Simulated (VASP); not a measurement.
Write the native input for VASP 6.6.1 that does the following.

```
Task                   : single point
Functional             : PBE
Potentials or basis    : VASP PAW PBE potentials, release 64 (Ga_d, P)
Cutoff                 : 500 eV
k mesh                 : 8 × 8 × 8
Occupations            : gaussian, width 0.01 eV
Spin                   : no spin polarisation
Dipole correction      : no
Further INCAR settings : ALGO = Normal; EDIFF = 1e-06; NBANDS = 16
```

The structure of GaP lies in POSCAR:

```
GaP
1.0
    0.0000000000      2.7280790304      2.7280790304
    2.7280790304      0.0000000000      2.7280790304
    2.7280790304      2.7280790304      0.0000000000
Ga P
1 1
Direct
    0.0000000000      0.0000000000      0.0000000000
    0.7500000000      0.7500000000      0.7500000000
```

The input as run:

INCAR

```
SYSTEM = GaP
ALGO = Normal ; EDIFF = 1E-6
ENCUT = 500 ; GGA = PE
GGA_COMPAT = .False. ; ISIF = 2
ISMEAR = 0 ; LASPH = .True.
LCHARG = .True. ; LELF = .True.
LREAL = .False. ; LVHAR = .True.
LWAVE = .False. ; NBANDS = 16
NELM = 120 ; PREC = Accurate
SIGMA = 0.01
```

KPOINTS

```
k-points
0
Gamma
  8 8 8
  0 0 0
```

Potentials or basis: VASP PAW PBE potentials, release 64 (Ga_d, P).

The run is started by

```sh
$ cat potpaw_PBE.64/Ga_d/POTCAR potpaw_PBE.64/P/POTCAR > POTCAR
$ mpirun -np 1 vasp_std > vasp.out
```

It gave:

```
Pressure               : 2.1 GPa
Band gap on the k mesh : 1.65 eV (least direct gap 1.80 eV)
```

Run time: 23 s on 1 thread of Intel Xeon 8259CL, with other jobs on the host, peak memory 0.16 GiB.
